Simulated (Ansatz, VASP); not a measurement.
# Si3N4: VASP beside Ansatz

```xyz
14
Lattice="7.6140 0.0000 0.0000 -3.8070 6.5939 0.0000 0.0000 0.0000 2.9123" Properties=species:S:1:pos:R:3 pbc="T T T"
Si   -1.5986    5.0632    0.7281
Si    2.4299    1.1471    2.1842
Si    0.2215    2.6779    0.7281
Si    5.4056    1.5308    2.1842
Si    1.3771    5.4468    0.7281
Si    3.5855    3.9160    2.1842
N     0.0000    4.3959    0.7281
N     3.8070    2.1980    2.1842
N     2.3969    0.1972    0.7281
N     1.0276    2.1744    2.1842
N     6.2447    1.9772    0.7281
N     1.4101    6.3967    2.1842
N     2.7794    4.4195    0.7281
N    -2.4377    4.6168    2.1842
```

Alike in both runs: functional PBE; k mesh 4 × 4 × 9; occupations fermi-dirac, width 0.02 eV; no spin polarisation.

Ansatz relaxed the structure, and its values are those at the end. VASP's run is a single point on that final structure, the one shown.

|  | VASP | Ansatz |
| --- | --- | --- |
| version | VASP 6.6.1 | Ansatz 0.2.0 |
| potentials or method | VASP PAW PBE potentials, release 64 (Si, N) | plane-wave PAW, scalar-relativistic |
| plane-wave cutoff (eV) | 520 | 420 |
| valence electrons in the cell | 64 | 64 |

Ansatz gave:

```
gap on the k mesh at the Fermi level (eV) : 4.33
pressure (GPa)                            : 4.3
```

Q: Which values does VASP return?

A: gap on the k mesh at the Fermi level (eV): 4.32; pressure (GPa): 4.0.

Ansatz's warnings: stress scf threshold loose.
